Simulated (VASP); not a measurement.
Input of a VASP 6.6.1 run:

File INCAR:

```
PREC = Accurate ; ENCUT = 520
EDIFF = 1E-8 ; ISMEAR = -1
SIGMA = 0.05 ; LREAL = False
LASPH = True ; NELM = 60
ALGO = Normal ; ISIF = 2
LWAVE = False ; LCHARG = False
GGA = PS ; LEFG = True
NBANDS = 12
```

KPOINTS

```
Automatic mesh
0
Gamma
  12 12 7
```

Contents of POSCAR:

```
Sb
1.0
    3.3577325362      0.0000000000      0.0000000000
   -1.6788662682      2.9078816755      0.0000000000
    0.0000000000      0.0000000000      5.3121737799
Sb
2
Direct
    0.3333333333      0.6666666667      0.2500000000
    0.6666666667      0.3333333333      0.7500000000
```

Potentials or basis: VASP PAW PBE potentials, release 64 (Sb).

Launch:

```sh
$ cat potpaw_PBE.64/Sb/POTCAR > POTCAR
$ mpirun -np 1 vasp_std > vasp.out
```

**Question.** Estimate the band gap on the k mesh.

**Answer.** Zero (bands 5 and 6 overlap by 7.07 eV).

**Question.** What does it give for the pressure?

**Answer.** 0.5 GPa.

Electric field gradients, principal values (V/Å²):
| atom | least | middle | greatest (by size) |
| --- | --- | --- | --- |
| 1 Sb | -10.192 | -10.192 | 20.384 |
| 2 Sb | -10.192 | -10.192 | 20.384 |

Caveat: without QUAD_EFG the Cq values of the log hold for a quadrupole moment of 1 mb, not for the nuclei; the PAW data sets were made with another functional, which shifts forces and pressure a little; spin-orbit coupling is left out, which moves the levels of the heavy elements.
